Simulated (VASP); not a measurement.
# Yb (P6_3/mmc) in VASP: settings compared, part 2 of 2

VASP 6.6.1. Earlier steps stand in the parts before.

### Step 4. Single point, LDA

Input file INCAR:

```
PREC = Accurate ; ENCUT = 520
EDIFF = 1E-7 ; ISMEAR = -1
SIGMA = 0.05 ; LREAL = F
LASPH = T ; NELM = 80
ALGO = Normal ; ISIF = 2
LWAVE = F ; LCHARG = F
GGA = CA ; NBANDS = 31
```

Input file KPOINTS:

```
Automatic mesh
0
Gamma
  6 6 3
```

Input file POSCAR:

```
Yb
1.0
    3.8799000000      0.0000000000      0.0000000000
   -1.9399500000      3.3600919641      0.0000000000
    0.0000000000      0.0000000000      6.3859000000
Yb
2
Direct
    0.6666666667      0.3333333333      0.7500000000
    0.3333333333      0.6666666667      0.2500000000
```

Launch:

```console
$ cat potpaw_PBE.64/Yb/POTCAR > POTCAR
$ mpirun -np 1 vasp_std > vasp.out
```

Run time: 78 s. Hardware: 1 thread of Intel Xeon 6975P-C (Granite Rapids), shared host; peak memory 0.18 GiB.

It converged, with:

- Free energy: -7.8723 eV
- Pressure: -4.7 GPa
- Band gap on the k mesh: zero (band 24 reaches 0.84 eV, above the bottom of band 25 at 0.74 eV)

Stress tensor (GPa, compression positive):
```
-4.58  0.00  0.00
 0.00 -4.58  0.00
 0.00  0.00 -4.93
```

Levels at points of the mesh, in eV from the Fermi level:
```csv
k point,band 22,band 23,band 24,band 25,band 26,band 27
"(0.00, 0.00, 0.00)",-0.32,-0.30,-0.29,0.18,2.53,2.61
"(0.50, 0.00, 0.00)",-0.32,-0.30,-0.30,0.04,0.23,1.53
```

Caveat: the PAW data sets were made with another functional, which shifts forces and pressure a little; spin-orbit coupling is left out, which moves the levels of the heavy elements.

### Step 5. Single point, LDA, collinear spin, ferromagnetic start

Input file INCAR:

```
  PREC = Accurate
  ENCUT = 520
  EDIFF = 1E-7
  ISMEAR = -1
  SIGMA = 0.05
  LREAL = False
  LASPH = True
  NELM = 150
  ALGO = Fast
  ISIF = 2
  LWAVE = False
  LCHARG = True
  ISPIN = 2
  MAGMOM = 1 1
  LORBIT = 11
  LMAXMIX = 6
  GGA = CA
  LELF = True
  LVHAR = True
  NBANDS = 35
```

KPOINTS is that of step 4.

POSCAR is that of step 4.

Potentials or basis: VASP PAW PBE potentials, release 64 (Yb).

Launch:

```console
$ cat potpaw_PBE.64/Yb/POTCAR > POTCAR
$ mpirun -np 1 vasp_std > vasp.out
```

OUTCAR:

```text
PREC = Accurate
   ENCUT = 520
   EDIFF = 1E-7
   ISMEAR = -1
   LREAL = False
   LASPH = True
   NELM = 150
   ISIF = 2
   ISPIN = 2
   LORBIT = 11
   GGA = CA

 ion  position               nearest neighbor table
   1  0.667  0.333  0.750-
   2  0.333  0.667  0.250-

  LATTYP: Found a hexagonal cell.
 ALAT       =     3.8799000000
 C/A-ratio  =     1.6458929354

  Lattice vectors:
[... 1271 lines left out ...]
  in kB      -47.7366617    -47.7366617    -51.2008344      0.0000000      0.0000000      0.0000000
  external PRESSURE =     -48.8913859 kB  Pullay stress =       0.0000000 kB

 VOLUME and BASIS-vectors are now :
 -----------------------------------------------------------------------------
  energy-cutoff  :      520.00
  volume of cell :       83.25
      direct lattice vectors                 reciprocal lattice vectors
     3.879900000  0.000000000  0.000000000     0.257738602  0.148805451  0.000000000
    -1.939950000  3.360091964  0.000000000     0.000000000  0.297610902  0.000000000
     0.000000000  0.000000000  6.385900000     0.000000000  0.000000000  0.156594998

 POSITION                                       TOTAL-FORCE (eV/Angst)
 -----------------------------------------------------------------------------------
      1.93995      1.12003      4.78943         0.000000     -0.000000     -0.000000
     -0.00000      2.24006      1.59648        -0.000000      0.000000      0.000000
 -----------------------------------------------------------------------------------
    total drift:                               -0.000000      0.000000     -0.000000

  FREE ENERGIE OF THE ION-ELECTRON SYSTEM (eV)
  ---------------------------------------------------
  free  energy   TOTEN  =        -7.8722942790 eV

  energy  without entropy=       -7.8299452481  energy(sigma->0) =       -7.85111976

 total charge

# of ion       s       p       d       f       tot
--------------------------------------------------
    1        2.220   5.932   0.206  13.657  22.016
    2        2.220   5.932   0.206  13.657  22.016
--------------------------------------------------
tot          4.441  11.864   0.412  27.314  44.031

 magnetization (x)

# of ion       s       p       d       f       tot
--------------------------------------------------
    1       -0.000  -0.000  -0.000   0.000   0.000
    2       -0.000  -0.000  -0.000   0.000   0.000
--------------------------------------------------
tot         -0.000  -0.000  -0.000   0.000   0.000
```

It took 6.4 min on 1 thread of Intel Xeon 6975P-C (Granite Rapids), shared host; peak memory 0.22 GiB.

Results:

```
Free energy                                           : -7.8723 eV
Pressure                                              : -4.9 GPa
Band gap on the k mesh                                : zero (filled and empty bands overlap)
Net moment                                            : 0.00 μB per cell
Valence electrons inside the program's atomic spheres : Yb 22.02
```

Levels at points of the mesh, in eV from the Fermi level:
Spin up:
```tsv
k point	band 21	band 22	band 23	band 24	band 25	band 26	band 27	band 28
(0.00, 0.00, 0.00)	-0.32	-0.32	-0.30	-0.30	0.18	2.53	2.63	2.69
(0.50, 0.00, 0.00)	-0.33	-0.32	-0.30	-0.30	0.04	0.23	2.21	2.50
```
Spin down:
| k point | band 22 | band 23 | band 24 | band 25 | band 26 | band 27 |
| --- | --- | --- | --- | --- | --- | --- |
| (0.00, 0.00, 0.00) | -0.32 | -0.30 | -0.30 | 0.18 | 2.53 | 2.61 |
| (0.50, 0.00, 0.00) | -0.32 | -0.30 | -0.30 | 0.04 | 0.23 | 2.18 |

Caveat: the PAW data sets were made with another functional, which shifts forces and pressure a little; spin-orbit coupling is left out, which moves the levels of the heavy elements.

### Step 6. Single point, LDA, collinear spin, antiferromagnetic start

Input file INCAR:

```
  PREC = Accurate
  ENCUT = 520
  EDIFF = 1E-6
  ISMEAR = -1
  SIGMA = 0.05
  LREAL = F
  LASPH = T
  NELM = 150
  ALGO = Normal
  ISIF = 2
  LWAVE = F
  LCHARG = T
  ISPIN = 2
  MAGMOM = 1 -1
  LORBIT = 11
  LMAXMIX = 6
  GGA = CA
  LELF = T
  LVHAR = T
  NBANDS = 35
```

KPOINTS is that of step 5.

POSCAR is that of step 5.

Potentials or basis: VASP PAW PBE potentials, release 64 (Yb).

Launch:

```console
$ cat potpaw_PBE.64/Yb/POTCAR > POTCAR
$ mpirun -np 1 vasp_std > vasp.out
```

It took 3.5 min on 1 thread of Intel Xeon 6975P-C (Granite Rapids), shared host; peak memory 0.22 GiB.

The run converged. Its results:

- Free energy: -7.8723 eV
- Pressure: -4.8 GPa
- Band gap on the k mesh: zero (filled and empty bands overlap)
- Net moment: 0.00 μB per cell
- Valence electrons inside the program's atomic spheres: Yb 22.01

Stress tensor (GPa, compression positive):
```
-4.61  0.00  0.00
 0.00 -4.61  0.00
 0.00  0.00 -5.05
```

Levels at points of the mesh, in eV from the Fermi level:
Spin up:
```
           k point  band 22  band 23  band 24  band 25  band 26  band 27
(0.00, 0.00, 0.00)    -0.32    -0.30    -0.29     0.18     2.54     2.61
(0.50, 0.00, 0.00)    -0.32    -0.30    -0.30     0.04     0.23     1.53
```
Spin down:
```
           k point  band 20  band 21  band 22  band 23  band 24  band 25  band 26  band 27  band 28  band 29
(0.00, 0.00, 0.00)    -0.35    -0.32    -0.32    -0.30    -0.29     0.18     2.54     2.61     2.61     3.09
(0.50, 0.00, 0.00)    -0.33    -0.33    -0.32    -0.30    -0.30     0.04     0.23     1.53     2.16     2.48
```

Caveat: the PAW data sets were made with another functional, which shifts forces and pressure a little; spin-orbit coupling is left out, which moves the levels of the heavy elements.

### Step 7. The runs side by side

```tsv
level	spin	fixed moment (μB)	k mesh	gap on the mesh (eV)	pressure (GPa)	moment (μB)
PBE	collinear, zero start	0.0	7 × 7 × 4	-	-2.0	0.00
PBEsol	collinear, ferromagnetic start	-	6 × 6 × 3	none	-3.2	0.01
LDA	off	-	6 × 6 × 3	none	-4.7	-
LDA	collinear, ferromagnetic start	-	6 × 6 × 3	none	-4.9	0.00
LDA	collinear, antiferromagnetic start	-	6 × 6 × 3	none	-4.8	0.00
```

Alike in all rows: task single point; potentials or basis VASP PAW PBE potentials, release 64 (Yb); cell as given; cutoff (eV) 520; smearing fermi-dirac 0.05 eV.

Every run on the cell as given and a fine mesh finds a metal. The pressure there spans -4.9 GPa (LDA) to -2.0 GPa (PBE); a positive pressure means that this level wants a larger cell, a negative one a smaller.

Caveats: spin-orbit coupling is left out, which moves the levels of the heavy elements; the PAW data sets were made with another functional, which shifts forces and pressure a little (some runs); the total moment is fixed, so each spin has its own Fermi level (some runs).

Absolute energies hang on the potentials; compare differences alone.
